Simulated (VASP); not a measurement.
Wanted: the native input for a VASP 6.6.1 run.

```yaml
Task: single point
Functional: PBE
Potentials_or_basis: VASP PAW PBE potentials, release 64 (Ru_pv)
Cutoff: 520 eV
k_mesh: 20 × 20 × 20
Occupations: gaussian, width 0.15 eV
Spin: no spin polarisation
Dipole_correction: no
Further_INCAR_settings: ALGO = Fast; EDIFF = 1e-06; NBANDS = 13
```

The structure of Ru lies in POSCAR:

```
Ru
1.0
    0.1333558828      1.9241348797      1.9241348797
    1.9241348797      0.1333558828      1.9241348797
    1.9241348797      1.9241348797      0.1333558828
Ru
1
Direct
    0.0000000000      0.0000000000      0.0000000000
```

One way to write it, as run:

INCAR

```
SYSTEM = Ru
ALGO = Fast
EDIFF = 1E-6
ENCUT = 520
GGA = PE
ISIF = 2
ISMEAR = 0
LASPH = .True.
LCHARG = .False.
LREAL = .False.
LWAVE = .False.
NBANDS = 13
NELM = 60
PREC = Accurate
SIGMA = 0.15
```

KPOINTS

```
k-points
0
Gamma
  20 20 20
  0 0 0
```

Potentials or basis: VASP PAW PBE potentials, release 64 (Ru_pv).

Run with:

```bash
$ cat potpaw_PBE.64/Ru_pv/POTCAR > POTCAR
$ mpirun -np 1 vasp_std > vasp.out
```

Results of the run:

```yaml
Pressure: 35.4 GPa
Band_gap_on_the_k_mesh: zero (band 7 reaches 16.31 eV, above the bottom of band 8 at 12.47 eV)
```

Run time: 67 s on 1 thread of AMD EPYC 9R45 96-Core Processor (Zen 5) (shared host), peak memory 0.2 GiB.
